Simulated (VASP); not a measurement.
# AlNi (zincblende type) (F-43m) in VASP: further runs

AlNi (zincblende type) is run at these levels: PBE; tasks: single point, relaxation of cell and atoms.

Everything below comes from runs of VASP 6.6.1. Logs are shortened: lines on timing, memory, paths and dates and some standing lists are left out, and cuts for length are marked.

## 1. The cell of the first run

It takes space group F-43m (No. 216, cubic). Conventional cell: a = 5.359 Å, b = 5.359 Å, c = 5.359 Å, α = 90.00°, β = 90.00°, γ = 90.00°. Within 3.1 Å of Ni (site symmetry -43m) lie 4 Al at 2.32 Å. Al (site symmetry -43m) has 4 Ni at 2.32 Å within 3.1 Å.

## 2. Single point, PBE

The input, INCAR:

```
SYSTEM = AlNi
ALGO = Normal
EDIFF = 1E-6
ENCUT = 520
GGA = PE
ISIF = 2
ISMEAR = -1
LASPH = .True.
LCHARG = .True.
LELF = .True.
LREAL = .False.
LVHAR = .True.
LWAVE = .False.
NBANDS = 14
NELM = 80
PREC = Accurate
SIGMA = 0.08
```

The input, KPOINTS:

```
k-points
0
Gamma
  12 12 12
  0 0 0
```

The input, POSCAR:

```
AlNi
1.0
    0.0000000000      2.6795573120      2.6795573120
    2.6795573120      0.0000000000      2.6795573120
    2.6795573120      2.6795573120      0.0000000000
Ni Al
1 1
Direct
    0.0000000000      0.0000000000      0.0000000000
    0.2500000000      0.2500000000      0.2500000000
```

Potentials or basis: VASP PAW PBE potentials, release 64 (Ni, Al).

Command:

```bash
$ cat potpaw_PBE.64/Ni/POTCAR potpaw_PBE.64/Al/POTCAR > POTCAR
$ mpirun -np 1 vasp_std > vasp.out
```

OUTCAR:

```text
SYSTEM = AlNi
   EDIFF = 1E-6
   ENCUT = 520
   GGA = PE
   ISIF = 2
   ISMEAR = -1
   LASPH = .True.
   LREAL = .False.
   NELM = 80
   PREC = Accurate

 ion  position               nearest neighbor table
   1  0.000  0.000  0.000-   2 2.32   2 2.32   2 2.32   2 2.32
   2  0.250  0.250  0.250-   1 2.32   1 2.32   1 2.32   1 2.32

  LATTYP: Found a face centered cubic cell.
 ALAT       =     5.3591146240

  Lattice vectors:

 A1 = (   0.0000000000,   2.6795573120,   2.6795573120)
 A2 = (   2.6795573120,   0.0000000000,   2.6795573120)
 A3 = (   2.6795573120,   2.6795573120,   0.0000000000)

Analysis of symmetry for initial positions (statically):
=====================================================================
 Subroutine PRICEL returns:
 Original cell was already a primitive cell.

 Routine SETGRP: Setting up the symmetry group for a
 face centered cubic supercell.

 Subroutine GETGRP returns: Found 24 space group operations
 (whereof 24 operations were pure point group operations)
 out of a pool of 48 trial point group operations.

The static configuration has the point symmetry T_d .

Analysis of symmetry for dynamics (positions and initial velocities):
=====================================================================
 Subroutine PRICEL returns:
 Original cell was already a primitive cell.

 Routine SETGRP: Setting up the symmetry group for a
 face centered cubic supercell.

 Subroutine GETGRP returns: Found 24 space group operations
 (whereof 24 operations were pure point group operations)
 out of a pool of 48 trial point group operations.

The dynamic configuration has the point symmetry T_d .

 Subroutine INISYM returns: Found 24 space group operations
 (whereof 24 operations are pure point group operations),
 and found     1 'primitive' translations

----------------------------------------------------------------------------------------

                                     Primitive cell

  volume of cell :      38.4786

  direct lattice vectors                    reciprocal lattice vectors
     0.000000000  2.679557312  2.679557312    -0.186597987  0.186597987  0.186597987
     2.679557312  0.000000000  2.679557312     0.186597987 -0.186597987  0.186597987
     2.679557312  2.679557312  0.000000000     0.186597987  0.186597987 -0.186597987

  length of vectors
     3.789466292  3.789466292  3.789466292     0.323197194  0.323197194  0.323197194

  position of ions in fractional coordinates (direct lattice)
     0.000000000  0.000000000  0.000000000
     0.250000000  0.250000000  0.250000000

  ion indices of the primitive-cell ions
   primitive index   ion index
                 1           1
                 2           2

----------------------------------------------------------------------------------------

 KPOINTS: k-points

Automatic generation of k-mesh.
 Grid dimensions read from file:
 generate k-points for:   12   12   12

 Generating k-lattice:

  Cartesian coordinates                     Fractional coordinates (reciprocal lattice)
    -0.015549832  0.015549832  0.015549832     0.083333333  0.000000000  0.000000000
     0.015549832 -0.015549832  0.015549832     0.000000000  0.083333333  0.000000000
     0.015549832  0.015549832 -0.015549832     0.000000000  0.000000000  0.083333333

  Length of vectors
     0.026933099  0.026933099  0.026933099

  Shift w.r.t. Gamma in fractional coordinates (k-lattice)
     0.000000000  0.000000000  0.000000000

 Subroutine IBZKPT returns following result:
 ===========================================

 Found     72 irreducible k-points:

 Following reciprocal coordinates:
            Coordinates               Weight
  0.000000  0.000000  0.000000      1.000000
  0.083333  0.000000  0.000000      8.000000
  0.166667  0.000000  0.000000      8.000000
  0.250000  0.000000  0.000000      8.000000
  0.333333  0.000000  0.000000      8.000000
  0.416667  0.000000  0.000000      8.000000
[... 16 lines left out ...]
  0.500000  0.166667  0.000000     24.000000
 -0.416667  0.166667  0.000000     24.000000
 [... further k-points ...]
   k-points           NKPTS =     72   k-points in BZ     NKDIM =     72   number of bands    NBANDS=     14
   number of dos      NEDOS =    301   number of ions     NIONS =      2
   total plane-waves  NPLWV =  21952
   dimension x,y,z NGX =    28 NGY =   28 NGZ =   28
   dimension x,y,z NGXF=    56 NGYF=   56 NGZF=   56
   ions per type =               1   1
   NGX,Y,Z   is equivalent  to a cutoff of  12.28, 12.28, 12.28 a.u.
   NGXF,Y,Z  is equivalent  to a cutoff of  24.57, 24.57, 24.57 a.u.
 SYSTEM =  AlNi
   PREC   = accura    normal or accurate (medium, high low for compatibility)
   ISTART =      0    job   : 0-new  1-cont  2-samecut
   ICHARG =      2    charge: 1-file 2-atom 10-const
   ISPIN  =      1    spin polarized calculation?
   LNONCOLLINEAR =      F non collinear calculations
   LSORBIT =      F    spin-orbit coupling
   LASPH  =      T    aspherical Exc in radial PAW
   ENCUT  =  520.0 eV  38.22 Ry    6.18 a.u.   7.05  7.05  7.05*2*pi/ulx,y,z
   NELM   =     80;   NELMIN=  2; NELMDL= -5     # of ELM steps
   EDIFF  = 0.1E-05   stopping-criterion for ELM
   LREAL  =      F    real-space projection
   EDIFFG = 0.1E-04   stopping-criterion for IOM
   NSW    =      0    number of steps for IOM
   IBRION =     -1    ionic relax: 0-MD 1-quasi-New 2-CG
   NFREE  =      0    steps in history (QN), initial steepest desc. (CG)
   ISIF   =      2    stress and relaxation
   ISYM   =      2    0-nonsym 1-usesym 2-fastsym
   POTIM  = 0.5000    time-step for ionic-motion
   TEBEG  =    0.0;   TEEND  =   0.0 temperature during run
   PSTRESS=    0.0 pullay stress
   NELECT =      13.0000    total number of electrons
   NUPDOWN=      -1.0000    fix difference up-down
   EMIN   =  10.00;   EMAX   =-10.00  energy-range for DOS
   EFERMI =   0.00;   METHOD = LEGACY
   ISMEAR =    -1;   SIGMA  =   0.08  broadening in eV -4-tet -1-fermi 0-gaus
   EFERMI_NEDOS =   21; number of points for ismear=-14 and -15
   IALGO  =     38    algorithm
   IMIX   =      4    mixing-type and parameters
     AMIX     =   0.40;   BMIX     =  1.00
     AMIX_MAG =   1.60;   BMIX_MAG =  1.00
  volume/ion in A,a.u.               =      19.24       129.83
  Fermi-wavevector in a.u.,A,eV,Ry     =   1.140205  2.154675 17.688488  1.300067
  Thomas-Fermi vector in A             =   2.276907
   LORBIT       =      0    0 simple, 1 ext, 2 COOP (PROOUT), +10 PAW based schemes
   GGA     = PE    functional components
   LHFCALC =     F    Hartree Fock is set to
   AEXX    =    0.0000 exact exchange contribution
   IVDW    =     0    specifies the selected vdW correction
   LEPSILON=     F    determine dielectric tensor
   LRPA    =     F    only Hartree local field effects (RPA)
 non-spin polarized calculation
  energy-cutoff  :      520.00
  volume of cell :       38.48
 maximum number of plane-waves:      1056
   NGX = 15   NGY = 15   NGZ = 15

 number of electron      12.9999989 magnetization

 Free energy of the ion-electron system (eV)
  ---------------------------------------------------
  ext. energy  EPLUGINS =         0.00000000
  ---------------------------------------------------
  free energy    TOTEN  =        -8.28230011 eV

  energy without entropy =       -8.26244872  energy(sigma->0) =       -8.27237441

 E-fermi :   4.3823     XC(G=0):  -9.6412

 val. band max:        4.3742263868   @ k =  -0.3333   0.3333   0.0000
 cond. band min:       4.4169829740   @ k =  -0.2500   0.5000   0.2500
 fundamental gap:      0.0427565873
 Fermi energy:         4.3822783232

 k-point     1 :       0.0000    0.0000    0.0000
  band No.  band energies     occupation
      1      -3.3323      2.00000
      2       2.5051      2.00000
      3       2.5051      2.00000
      4       2.5051      2.00000
      5       3.1106      2.00000
      6       3.1106      2.00000
      7      11.2815      0.00000
      8      11.2815      0.00000
      9      11.2815      0.00000
     10      12.0134      0.00000
     11      12.0134      0.00000
     12      12.0134      0.00000
     13      14.9480      0.00000
     14      16.7176      0.00000

 k-point     2 :       0.0833    0.0000    0.0000
  band No.  band energies     occupation
      1      -3.2276      2.00000
      2       2.4808      2.00000
      3       2.5215      2.00000
      4       2.5215      2.00000
      5       3.1053      2.00000
      6       3.1053      2.00000
      7       9.8762      0.00000
      8      10.8518      0.00000
      9      10.8518      0.00000
     10      12.4983      0.00000
     11      12.4983      0.00000
     12      12.6775      0.00000
     13      15.3452      0.00000
     14      16.7560      0.00000

 k-point     3 :       0.1667    0.0000    0.0000
  band No.  band energies     occupation
      1      -2.9168      2.00000
      2       2.4090      2.00000
      3       2.5615      2.00000
      4       2.5615      2.00000
      5       3.0975      2.00000
      6       3.0975      2.00000
      7       8.0185      0.00000
      8      10.2814      0.00000
      9      10.2814      0.00000
     10      12.8117      0.00000
     11      13.1006      0.00000
     12      13.1006      0.00000
     13      15.8811      0.00000
     14      16.1156      0.00000

 k-point     4 :       0.2500    0.0000    0.0000
  band No.  band energies     occupation
      1      -2.4123      2.00000
      2       2.2873      2.00000
      3       2.6014      2.00000
      4       2.6014      2.00000
      5       3.1072      2.00000
      6       3.1072      2.00000
      7       6.2598      0.00000
      8       9.7956      0.00000
      9       9.7956      0.00000
     10      12.6950      0.00000
     11      13.2343      0.00000
     12      13.2343      0.00000
     13      15.7568      0.00000
     14      16.3238      0.00000

 k-point     5 :       0.3333    0.0000    0.0000
  band No.  band energies     occupation
      1      -1.7460      2.00000
      2       2.0827      2.00000
      3       2.6194      2.00000
      4       2.6194      2.00000
      5       3.1461      2.00000
      6       3.1461      2.00000
      7       4.7706      0.01548
      8       9.4213      0.00000
      9       9.4213      0.00000
     10      12.5537      0.00000
     11      12.9744      0.00000
[... 276 lines left out ...]
 k-point    22 :       0.4167    0.1667    0.0000
  band No.  band energies     occupation
      1      -1.1571      2.00000
      2       2.0034      2.00000
      3       2.5941      2.00000
      4       2.7159      2.00000
      5       3.1117      2.00000
      6       3.2362      2.00000
      7       4.5178      0.31064
      8       7.8614      0.00000
      9       7.9992      0.00000
     10      11.1648      0.00000
     11      14.1949      0.00000
     12      14.6358      0.00000
     13      15.2606      0.00000
     14      17.8394      0.00000

 k-point    23 :       0.5000    0.1667    0.0000
  band No.  band energies     occupation
      1      -0.4883      2.00000
      2       1.7227      2.00000
      3       2.5489      2.00000
      4       2.7196      2.00000
      5       3.2261      2.00000
      6       3.2263      2.00000
      7       3.6592      1.99976
      8       7.3399      0.00000
      9       8.0999      0.00000
     10      11.2091      0.00000
     11      14.1910      0.00000
     12      14.5398      0.00000
     13      16.2304      0.00000
     14      17.6861      0.00000

 k-point    24 :      -0.4167    0.1667    0.0000
  band No.  band energies     occupation
      1      -0.3523      2.00000
      2       1.6641      2.00000
      3       2.5141      2.00000
      4       2.7209      2.00000
      5       3.1724      2.00000
      6       3.2260      2.00000
      7       3.6135      1.99987
      8       6.9842      0.00000
      9       8.4251      0.00000
     10      11.4176      0.00000
     11      13.8773      0.00000
     12      14.5057      0.00000
     13      17.2370      0.00000
     14      17.9790      0.00000

 [... further k-points ...]

------------------------ aborting loop because EDIFF is reached ----------------------------------------

  FORCE on cell =-STRESS in cart. coord.  units (eV):
  Direction    XX          YY          ZZ          XY          YZ          ZX
  --------------------------------------------------------------------------------------
  -------------------------------------------------------------------------------------
  Total        0.0375028      0.0375028      0.0375028     -0.0000000      0.0000000      0.0000000
  in kB        1.5615466      1.5615466      1.5615466     -0.0000000      0.0000000      0.0000000
  external PRESSURE =       1.5615466 kB  Pullay stress =       0.0000000 kB

 VOLUME and BASIS-vectors are now :
 -----------------------------------------------------------------------------
  energy-cutoff  :      520.00
  volume of cell :       38.48
      direct lattice vectors                 reciprocal lattice vectors
     0.000000000  2.679557312  2.679557312    -0.186597987  0.186597987  0.186597987
     2.679557312  0.000000000  2.679557312     0.186597987 -0.186597987  0.186597987
     2.679557312  2.679557312  0.000000000     0.186597987  0.186597987 -0.186597987

 POSITION                                       TOTAL-FORCE (eV/Angst)
 -----------------------------------------------------------------------------------
      0.00000      0.00000      0.00000         0.000000      0.000000      0.000000
      1.33978      1.33978      1.33978        -0.000000     -0.000000     -0.000000
 -----------------------------------------------------------------------------------
    total drift:                                0.000001      0.000001      0.000001

  FREE ENERGIE OF THE ION-ELECTRON SYSTEM (eV)
  ---------------------------------------------------
  free  energy   TOTEN  =        -8.2823001053 eV

  energy  without entropy=       -8.2624487221  energy(sigma->0) =       -8.27237441
```

Wall time 14 s (1 thread of Intel Xeon 6975P-C, shared host); peak memory 0.18 GiB.

What came out:

```
Free energy : -8.2823 eV
Pressure    : 0.2 GPa
```

Levels at points of the mesh, in eV from the Fermi level:
| k point | band 2 | band 3 | band 4 | band 5 | band 6 | band 7 | band 8 | band 9 | band 10 | band 11 |
| --- | --- | --- | --- | --- | --- | --- | --- | --- | --- | --- |
| (0.00, 0.00, 0.00) | -1.88 | -1.88 | -1.88 | -1.27 | -1.27 | 6.90 | 6.90 | 6.90 | 7.63 | 7.63 |
| (0.50, 0.00, 0.00) | -2.98 | -1.77 | -1.77 | -1.17 | -1.17 | -0.92 | 4.71 | 4.71 | 8.03 | 8.24 |
| (0.50, 0.50, 0.00) | -3.15 | -1.34 | -1.30 | -1.30 | -1.05 | -0.62 | 1.89 | 1.89 | 5.30 | 5.99 |

Spin polarisation is off, so any magnetic state and its effect on volume and gap are missing.

(Part 1 of 2 ends here.)
